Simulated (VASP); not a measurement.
A run of VASP 6.6.1:

File INCAR:

```
PREC     = Accurate       # precision mode
ENCUT    = 520            # plane-wave cutoff, eV
EDIFF    = 1E-7           # SCF threshold, eV
ISMEAR   = 0              # smearing method
SIGMA    = 0.2            # smearing width, eV
LREAL    = F              # projectors in reciprocal space
LASPH    = T              # aspherical terms in the spheres
NELM     = 60             # most SCF steps
ALGO     = Normal         # electronic algorithm
ISIF     = 2              # what is computed and relaxed
LWAVE    = F              # write WAVECAR
LCHARG   = F              # write CHGCAR
GGA      = PE             # functional
NBANDS   = 32             # bands
```

File KPOINTS:

```
Automatic mesh
0
Gamma
  5 3 3
```

File POSCAR:

```
Ta4H3
1.0
    3.4846511886      0.0000000000      0.0000000000
    0.0000000000      4.8344367401      0.0000000000
    0.0000000000      0.0000000000      4.8001569394
Ta H
4 3
Direct
    0.7533978574      0.2434616961      0.7554165871
    0.2466021426      0.7565383039      0.7554165871
    0.7533978574      0.7565383039      0.2445834129
    0.2466021426      0.2434616961      0.2445834129
    0.5000000000      0.5000000000      0.5000000000
    0.5000000000      0.0000000000      0.5000000000
    0.0000000000      0.5000000000      0.0000000000
```

Potentials or basis: VASP PAW PBE potentials, release 64 (Ta_pv, H).

The run is started by

```console
$ cat potpaw_PBE.64/Ta_pv/POTCAR potpaw_PBE.64/H/POTCAR > POTCAR
$ mpirun -np 1 vasp_std > vasp.out
```

Hardware: 1 thread of Intel(R) Xeon(R) 6975P-C (Granite Rapids) (shared host).

Problem. Estimate the wall time of this run.

Solution. It took 18 s on 1 thread of Intel(R) Xeon(R) 6975P-C (Granite Rapids) (shared host), peak memory 0.18 GiB. Counts: scf iterations 13, k points 12.
